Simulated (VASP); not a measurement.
# SnCl (P6_3mc) in VASP: settings compared, part 2 of 2

VASP 6.6.1. Earlier steps stand in the parts before.

## 3. Relaxation of cell and atoms, PBE, target pressure 30 GPa, at which the enthalpy is minimised

The input, INCAR:

```
PREC = Accurate
ENCUT = 600
EDIFF = 1E-6
ISMEAR = -1
SIGMA = 0.05
LREAL = False
LASPH = True
NELM = 60
ALGO = Normal
ISIF = 3
LWAVE = False
LCHARG = False
GGA = PE
IBRION = 2
NSW = 60
EDIFFG = -0.01
PSTRESS = 300.0
```

The input, KPOINTS:

```
regular mesh
0
Gamma
  9 9 3
```

The input, POSCAR:

```
SnCl
1.0
    3.4975457026      0.0000000000      0.0000000000
   -1.7487728513      3.0289634293      0.0000000000
    0.0000000000      0.0000000000     10.0622090000
Sn Cl
2 2
Direct
    0.6666666667      0.3333333333      0.8205100000
    0.3333333333      0.6666666667      0.3205100000
    0.6666666667      0.3333333333      0.5544910000
    0.3333333333      0.6666666667      0.0544910000
```

Potentials or basis: VASP PAW PBE potentials, release 64 (Sn_d, Cl).

Command:

```sh
cat potpaw_PBE.64/Sn_d/POTCAR potpaw_PBE.64/Cl/POTCAR > POTCAR
mpirun -np 1 vasp_std > vasp.out
```

OUTCAR:

```text
PREC = Accurate
   ENCUT = 600
   EDIFF = 1E-6
   ISMEAR = -1
   LREAL = False
   LASPH = True
   NELM = 60
   ISIF = 3
   GGA = PE
   IBRION = 2
   NSW = 60
   EDIFFG = -0.01
   PSTRESS = 300.0

 ion  position               nearest neighbor table
   1  0.667  0.333  0.821-   3 2.68   4 3.10   4 3.10   4 3.10
   2  0.333  0.667  0.321-   4 2.68   3 3.10   3 3.10   3 3.10
   3  0.667  0.333  0.554-   1 2.68   2 3.10   2 3.10   2 3.10
   4  0.333  0.667  0.054-   2 2.68   1 3.10   1 3.10   1 3.10

  LATTYP: Found a hexagonal cell.
 ALAT       =     3.4975457026
 C/A-ratio  =     2.8769342435

  Lattice vectors:

 A1 = (   3.4975457026,   0.0000000000,   0.0000000000)
 A2 = (  -1.7487728513,   3.0289634293,   0.0000000000)
 A3 = (   0.0000000000,   0.0000000000,  10.0622090000)

Analysis of symmetry for initial positions (statically):
=====================================================================
 Subroutine PRICEL returns:
 Original cell was already a primitive cell.

 Routine SETGRP: Setting up the symmetry group for a
 hexagonal supercell.

 Subroutine GETGRP returns: Found 12 space group operations
 (whereof  6 operations were pure point group operations)
 out of a pool of 24 trial point group operations.

The static configuration has the point symmetry C_3v.
 The point group associated with its full space group is C_6v.

[... 141 lines left out ...]
   GGA     = PE    functional components
   LHFCALC =     F    Hartree Fock is set to
   AEXX    =    0.0000 exact exchange contribution
   IVDW    =     0    specifies the selected vdW correction
   LEPSILON=     F    determine dielectric tensor
   LRPA    =     F    only Hartree local field effects (RPA)
 conjugate gradient relaxation of ions
 non-spin polarized calculation
  energy-cutoff  :      600.00
  volume of cell :      106.60
 maximum number of plane-waves:      3578
 NGX is ok and might be reduce to    28
   NGX = 13   NGY = 13   NGZ = 41

--------------------------------------- Ionic step        1  -------------------------------------------

 number of electron      41.9999995 magnetization

 Free energy of the ion-electron system (eV)
  ---------------------------------------------------
  ext. energy  EPLUGINS =         0.00000000
  ---------------------------------------------------
  free energy    TOTEN  =       -13.41064671 eV

  energy without entropy =      -13.40120418  energy(sigma->0) =      -13.40592545

 E-fermi :   4.8007     XC(G=0):  -9.3834

 val. band max:        4.6512584917   @ k =   0.3333   0.1111   0.3333
 cond. band min:       4.8143350769   @ k =   0.2222   0.2222   0.0000
 fundamental gap:      0.1630765852
 Fermi energy:         4.8007167300
[... 1465 lines left out ...]
     24       9.9298      1.66309
     25      14.6806      0.00000

[... ionic steps 4 to 12 ...]

--------------------------------------- Ionic step       13  -------------------------------------------

 number of electron      41.9999998 magnetization

------------------------ aborting loop because EDIFF is reached ----------------------------------------
[... 75 lines left out ...]
--------------------------------------- Ionic step       15  -------------------------------------------

 number of electron      41.9999998 magnetization

 Free energy of the ion-electron system (eV)
  ---------------------------------------------------
  ext. energy  EPLUGINS =         0.00000000
  ---------------------------------------------------
  free energy    TOTEN  =       -11.31282988 eV

  energy without entropy =      -11.30379215  energy(sigma->0) =      -11.30831101

 E-fermi :   9.5346     XC(G=0): -11.2286

 val. band max:        9.4225598760   @ k =   0.3333  -0.0000   0.0000
 cond. band min:       9.5637044723   @ k =   0.3333  -0.0000   0.3333
 fundamental gap:      0.1411445963
 Fermi energy:         9.5346298977
[... 705 lines left out ...]
  energy  without entropy=      -11.3037921467  energy(sigma->0) =      -11.30831101

  enthalpy is  TOTEN    =         2.4737971628 eV   P V=       13.7866270405

 reached required accuracy - stopping structural energy minimisation
```

OSZICAR:

```text
N       E                     dE             d eps       ncg     rms          rms(c)
DAV:   1     0.434750040417E+03    0.43475E+03   -0.22587E+04  1218   0.241E+03
DAV:   2     0.541386110383E+02   -0.38061E+03   -0.37621E+03  1216   0.558E+02
DAV:   3    -0.106803000260E+02   -0.64819E+02   -0.63511E+02  1500   0.192E+02
[... 140 lines left out ...]
       N       E                     dE             d eps       ncg     rms          rms(c)
DAV:   1    -0.113128582619E+02    0.12235E-02   -0.10727E-03  1585   0.273E-01    0.364E-02
DAV:   2    -0.113128396873E+02    0.18575E-04   -0.53935E-05  1441   0.873E-02    0.174E-02
DAV:   3    -0.113128302277E+02    0.94596E-05   -0.12950E-05  1572   0.414E-02    0.603E-03
DAV:   4    -0.113128298778E+02    0.34997E-06   -0.45642E-06  1215   0.176E-02
  15 F= 0.24737972E+01 E0= 0.24783160E+01  d E =-.121930E-04
```

It took 20 min on 1 thread of Intel Xeon 8259CL, shared host; peak memory 0.3 GiB.

What came out:

- Free energy: -11.3128 eV
- Relaxed volume: 18.41 Å³/atom
- Relaxed cell: a = 3.017 Å, b = 3.017 Å, c = 9.342 Å, α = 90.00°, β = 90.00°, γ = 120.00°
- Space group after relaxing (to 0.1 Å): P6_3mc (No. 186)
- Energy change on relaxing (the run minimises the enthalpy): +524.5 meV/atom
- Ionic steps: 15
- Pressure after relaxing: 30.0 GPa
- Band gap on the k mesh: zero (bands 21 and 22 overlap by 3.96 eV)

Step by step:
| step | energy change (eV) | largest force (eV/Å) | pressure (GPa) | volume (Å³) |
| --- | --- | --- | --- | --- |
| 1 | 0.0000 | 0.1027 | -0.22 | 106.60 |
| 2 | 18.7508 | 2.4544 | 216.03 | 46.33 |
| 3 | 1.5551 | 0.2361 | 23.80 | 78.42 |
| 4 | 1.8723 | 0.2835 | 27.38 | 76.44 |
| 5 | 2.1078 | 0.3180 | 29.99 | 75.12 |
| 6 | 2.7822 | 0.2904 | 35.50 | 71.00 |
| 7 | 2.2415 | 0.1481 | 31.74 | 72.91 |
| 8 | 2.2502 | 0.1535 | 31.85 | 72.86 |
| 9 | 1.9055 | 0.0795 | 27.73 | 74.70 |
| 10 | 2.0773 | 0.1145 | 29.77 | 73.75 |
| 11 | 2.0878 | 0.0577 | 29.92 | 73.69 |
| 12 | 2.0987 | 0.0037 | 30.05 | 73.62 |
| 13 | 2.0994 | 0.0008 | 30.02 | 73.62 |
| 14 | 2.0966 | 0.0013 | 29.98 | 73.64 |
| 15 | 2.0978 | 0.0010 | 30.02 | 73.63 |

Final structure:
```yaml
crystal:
  lattice:
    - [3.01674, 0.00000, 0.00000]
    - [-1.50837, 2.61257, 0.00000]
    - [0.00000, 0.00000, 9.34205]
  atoms:
    - { symbol: Sn, position: [0.66667, 0.33333, 0.81997] }
    - { symbol: Sn, position: [0.33333, 0.66667, 0.31997] }
    - { symbol: Cl, position: [0.66667, 0.33333, 0.55503] }
    - { symbol: Cl, position: [0.33333, 0.66667, 0.05503] }
```

Levels at points of the mesh, in eV from the Fermi level:
```tsv
k point	band 16	band 17	band 18	band 19	band 20	band 21	band 22	band 23	band 24	band 25
(0.00, 0.00, 0.00)	-2.23	-1.34	-1.34	-1.25	-1.25	0.47	5.34	7.52	7.72	9.13
```

Caveat: the cell is relaxed towards a set pressure, so the run minimises the enthalpy, not the energy; the volume moved by over 15 % at a fixed basis, so the end points are rough; spin-orbit coupling is left out, which moves the levels of the heavy elements.

## 4. Single point, revPBE, non-collinear spin, zero start, spin-orbit coupling

This run uses another cell than the first one, of 29.07 Å³/atom.

The input, INCAR:

```
SYSTEM = SnCl
ALGO = Normal
EDIFF = 1E-6
ENCUT = 520
GGA = RE
GGA_COMPAT = .FALSE.
ISIF = 2
ISMEAR = 0
LASPH = .TRUE.
LCHARG = .FALSE.
LORBIT = 11
LORBMOM = .TRUE.
LREAL = .FALSE.
LSORBIT = .TRUE.
LWAVE = .FALSE.
MAGMOM = 0 0 0 0 0 0 0 0 0 0 0 0
NBANDS = 56
NELM = 150
PREC = Accurate
SIGMA = 0.05
```

The input, KPOINTS:

```
k-points
0
G
  7 7 3
  0 0 0
```

The input, POSCAR:

```
SnCl
1.0
    3.5945187510      0.0000000000      0.0000000000
   -1.7972593755      3.1129445528      0.0000000000
    0.0000000000      0.0000000000     10.3936063453
Sn Cl
2 2
Direct
    0.6666666667      0.3333333333      0.8079871628
    0.3333333333      0.6666666667      0.3079871628
    0.6666666667      0.3333333333      0.5670138372
    0.3333333333      0.6666666667      0.0670138372
```

Command:

```sh
cat potpaw_PBE.64/Sn_d/POTCAR potpaw_PBE.64/Cl/POTCAR > POTCAR
mpirun -np 1 vasp_ncl > vasp.out
```

Wall time 11 min (1 thread of Intel Xeon 8259CL, shared host); peak memory 0.6 GiB.

Results (log left out):

* Free energy: -12.3876 eV
* Pressure: -0.1 GPa
* Net moment: 0.00 μB per cell
* Valence electrons inside the program's atomic spheres: Sn 12.01; Cl 5.12

Forces in eV/Å, atoms in the order of the input:
```
Sn   0.000  0.000 -0.003
Sn   0.000  0.000 -0.003
Cl   0.000  0.000  0.003
Cl   0.000  0.000  0.003
```

Moments on the atoms (μB; x, y, z):
```
Sn  0.00 0.00 0.00
Sn  0.00 0.00 0.00
Cl  0.00 0.00 0.00
Cl  0.00 0.00 0.00
```

Caveat: the PAW data sets were made with another functional, which shifts forces and pressure a little.

## 5. The runs side by side

```tsv
task	level	spin	cell	k mesh	cutoff (eV)	smearing	gap on the mesh (eV)	pressure (GPa)
relaxation of cell and atoms	PBE	off	relaxed to 20 GPa from a = 3.498, b = 3.498, c = 10.062 Å, angles 90.0, 90.0, 120.0°, 4 atoms, atomic positions A	9 × 9 × 3	600	fermi-dirac 0.05 eV	none	20.0
relaxation of cell and atoms	PBE	off	relaxed to 30 GPa from a = 3.498, b = 3.498, c = 10.062 Å, angles 90.0, 90.0, 120.0°, 4 atoms, atomic positions A	9 × 9 × 3	600	fermi-dirac 0.05 eV	none	30.0
single point	revPBE	non-collinear, zero start, SOC	a = 3.595, b = 3.595, c = 10.394 Å, angles 90.0, 90.0, 120.0°, 4 atoms, atomic positions B	7 × 7 × 3	520	gaussian 0.05 eV	-	-0.1
```

Alike in all rows: potentials or basis VASP PAW PBE potentials, release 64 (Sn_d, Cl).

Caveats: the cell is relaxed towards a set pressure, so the run minimises the enthalpy, not the energy (at least some runs); the volume moved by over 15 % at a fixed basis, so the end points are rough (at least some runs); spin-orbit coupling is left out, which moves the levels of the heavy elements (at least some runs); the PAW data sets were made with another functional, which shifts forces and pressure a little (at least some runs).

Total energies depend on the potentials used, so only differences within one code and one set of settings carry meaning.

The gap in the log of VASP goes by the Fermi energy; the results here count the filled bands.